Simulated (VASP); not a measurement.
## AlN: single point with LDA

AlN:

```xyz
4
Lattice="3.1090 0.0000 0.0000 -1.5545 2.6924 0.0000 0.0000 0.0000 4.9805" Properties=species:S:1:pos:R:3 pbc="T T T"
Al    0.0000    1.7950   -0.0042
Al    1.5545    0.8975    2.4861
N     0.0000    1.7950    1.8967
N     1.5545    0.8975    4.3870
```

| Quantity | Value |
| --- | --- |
| Program | VASP 6.6.1 |
| Task | single point |
| Functional | LDA |
| Potentials or basis | VASP PAW LDA potentials, release 64 (Al, N) |
| Cutoff | 520 eV |
| k mesh | 9 × 9 × 6 |
| Occupations | gaussian, width 0.01 eV |
| Spin | no spin polarisation |
| Dipole correction | no |
| Further INCAR settings | ALGO = Normal; EDIFF = 1e-06; NBANDS = 16 |

* Pressure: -3.6 GPa
* Band gap on the k mesh: 4.25 eV

Stress tensor (GPa, compression positive):
```
-3.64  0.00  0.00
 0.00 -3.64  0.00
 0.00  0.00 -3.55
```

Levels at points of the mesh, in eV from the valence-band top:
```
           k point  band 6  band 7  band 8  band 9  band 10  band 11
(0.00, 0.00, 0.00)   -0.21   -0.21    0.00    4.25     6.57    10.49
(0.00, 0.00, 0.50)   -0.55   -0.55   -0.55    6.44     6.44    10.16
```

Wall time 7.8 s on 1 thread of Intel(R) Xeon(R) 6975P-C (Granite Rapids), on a shared host, peak memory 0.15 GiB.

Caveat: the cell stands under tension. A k mesh can miss the band edges.
